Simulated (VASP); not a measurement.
**Ga3Sb2As: relaxation of cell and atoms with PBE**

The system is Ga3Sb2As.

```
Ga Sb As
1.0
     4.03837    0.00000    0.00000
    -2.01918    3.49733    0.00000
     0.00000    0.00000    9.89194
Ga Sb As
3 2 1
Direct
  0.00000 0.00000 0.00000
  0.66667 0.33333 0.33333
  0.33333 0.66667 0.66667
  0.66667 0.33333 0.08333
  0.33333 0.66667 0.41667
  0.00000 0.00000 0.75000
```

* Program: VASP 6.6.1
* Task: relaxation of cell and atoms
* Functional: PBE
* Potentials or basis: VASP PAW PBE potentials, release 64 (Ga_d, Sb, As)
* Cutoff: 600 eV
* k mesh: 6 × 6 × 2
* Occupations: gaussian, width 0.1 eV
* Spin: no spin polarisation
* Dipole correction: no
* Further INCAR settings: ALGO = Normal; EDIFF = 1e-06; IBRION = 2; EDIFFG = -0.04; NSW = 90; ISIF = 3

| Quantity | Value |
| --- | --- |
| Relaxed volume | 28.04 Å³/atom |
| Relaxed cell | a = 4.303 Å, b = 4.303 Å, c = 10.493 Å, α = 90.00°, β = 90.00°, γ = 120.00° |
| Space group after relaxing (to 0.1 Å) | P3m1 (No. 156) |
| Energy gained by relaxing | 202.9 meV/atom |
| Ionic steps | 8 |
| Pressure after relaxing | -0.1 GPa |
| Largest force after relaxing | 0.021 eV/Å |
| Band gap on the k mesh | zero (bands 27 and 28 overlap by 0.14 eV) |

Forces on the atoms (eV/Å):
```
Ga   0.000  0.000  0.018
Ga   0.000  0.000  0.021
Ga   0.000  0.000 -0.005
Sb   0.000  0.000 -0.010
Sb   0.000  0.000 -0.005
As   0.000  0.000 -0.018
```

Stress tensor (GPa, compression positive):
```
-0.15  0.00  0.00
 0.00 -0.15  0.00
 0.00  0.00 -0.04
```

The path:
```csv
step,energy change (eV),largest force (eV/Å),pressure (GPa),volume (Å³)
1,0.0000,1.4034,14.27,139.71
2,-0.9475,0.2815,-3.80,185.97
3,-1.1594,0.5332,-0.21,169.08
4,-1.1845,0.3533,-0.10,168.54
5,-1.2092,0.2432,0.24,167.18
6,-1.2161,0.1135,-0.07,168.22
7,-1.2163,0.1247,0.01,168.09
8,-1.2174,0.0207,-0.11,168.22
```

Final structure:
```cif
data_structure
_symmetry_space_group_name_H-M 'P 1'
_symmetry_Int_Tables_number 1
_cell_length_a 4.3025
_cell_length_b 4.3025
_cell_length_c 10.4927
_cell_angle_alpha 90.000
_cell_angle_beta 90.000
_cell_angle_gamma 120.000
_cell_volume 168.22
loop_
_atom_site_label
_atom_site_type_symbol
_atom_site_fract_x
_atom_site_fract_y
_atom_site_fract_z
_atom_site_occupancy
Ga1 Ga 0.00000 0.00000 0.98704 1
Ga2 Ga 0.66667 0.33333 0.33259 1
Ga3 Ga 0.33333 0.66667 0.68017 1
Sb1 Sb 0.66667 0.33333 0.07749 1
Sb2 Sb 0.33333 0.66667 0.42274 1
As1 As 0.00000 0.00000 0.74998 1
```

Levels at points of the mesh, in eV from the Fermi level:
```csv
k point,band 25,band 26,band 27,band 28,band 29,band 30
"(0.00, 0.00, 0.00)",-0.66,-0.10,0.07,0.07,0.65,0.99
"(0.50, 0.00, 0.00)",-2.39,-1.65,-1.38,1.05,1.24,1.67
"(0.00, 0.00, 0.50)",-0.47,-0.15,-0.15,-0.07,1.01,1.38
"(0.50, 0.00, 0.50)",-2.03,-1.13,-1.06,0.35,1.29,1.60
```

Run time: 12 min on 1 thread of AMD EPYC 7R13 (shared host), peak memory 0.3 GiB.

Caveat: the volume moved by over 15 % at a fixed basis, so the end points are rough; semilocal functionals underestimate gaps, and a narrow one can read as zero; spin-orbit coupling is left out, which moves the levels of the heavy elements.
